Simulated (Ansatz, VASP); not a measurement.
**Two plane-wave programs on FeNi3**

INCAR

```
ALGO = Fast ; EDIFF = 1E-6
ENCUT = 520 ; GGA = PE
ISIF = 2 ; ISMEAR = 0
ISPIN = 2 ; LASPH = T
LCHARG = F ; LMAXMIX = 4
LORBIT = 11 ; LREAL = F
LWAVE = F ; MAGMOM = 3.2 0.75 0.75 0.75
NBANDS = 31 ; NELM = 150
PREC = Accurate ; SIGMA = 0.1
```

The input KPOINTS:

```
k-points
0
Gamma
  12 12 12
```

The input POSCAR:

```
FeNi3
1.0
    3.6131914299      0.0000000000      0.0000000000
    0.0000000000      3.6131914299      0.0000000000
    0.0000000000      0.0000000000      3.6131914299
Fe Ni
1 3
Direct
    0.0000000000      0.0000000000      0.0000000000
    0.0000000000      0.5000000000      0.5000000000
    0.5000000000      0.0000000000      0.5000000000
    0.5000000000      0.5000000000      0.0000000000
```

Input for Ansatz:

```yaml
crystal:
  lattice:
    - [3.6131914299, 0.0, 0.0]
    - [0.0, 3.6131914299, 0.0]
    - [0.0, 0.0, 3.6131914299]
  atoms:
    - { symbol: Fe, position: [0.0, 0.0, 0.0], spin: 3.2 }
    - { symbol: Ni, position: [0.0, 0.5, 0.5], spin: 0.75 }
    - { symbol: Ni, position: [0.5, 0.0, 0.5], spin: 0.75 }
    - { symbol: Ni, position: [0.5, 0.5, 0.0], spin: 0.75 }
basis:
  ecutwfc: 420
kpoints:
  mp_grid: { grid: [12, 12, 12] }
hamiltonian:
  xc: pbe
scf:
  occupations: { method: gaussian, width: 0.1 }
output:
  forces: true
  stress: true
  eigenvalues: true
  populations: true
magnetization:
  spin_polarized: true
```

Alike in both runs: task single point; functional PBE; k mesh 12 × 12 × 12; occupations gaussian, width 0.1 eV; collinear spin.

|  | VASP | Ansatz |
| --- | --- | --- |
| version | VASP 6.6.1 | Ansatz 0.2.0 |
| potentials or method | VASP PAW PBE potentials, release 64 (Fe, Ni), cutoff 520 eV | scalar-relativistic, plane waves, PAW |
| valence electrons in the cell | 38 | 70 |

|  | VASP | Ansatz | Ansatz less VASP |
| --- | --- | --- | --- |
| gap on the k mesh at the Fermi level (eV) | none | none | - |
| pressure (GPa) | -9.9 | -9.9 | -0.04 |
| net moment per atom (μB) | 1.21 | 1.22 | +0.011 |
| size of the moment on the site where the two differ most (μB) | 0.65 | 0.69 | +0.047 |

Site moments also hang on the region over which each program counts them. A gap of «none» marks a metal or a gap that the smearing closes. VASP's potentials hold 38 valence electrons a cell and Ansatz's 70, so a difference there can come from the potentials and not from the codes.
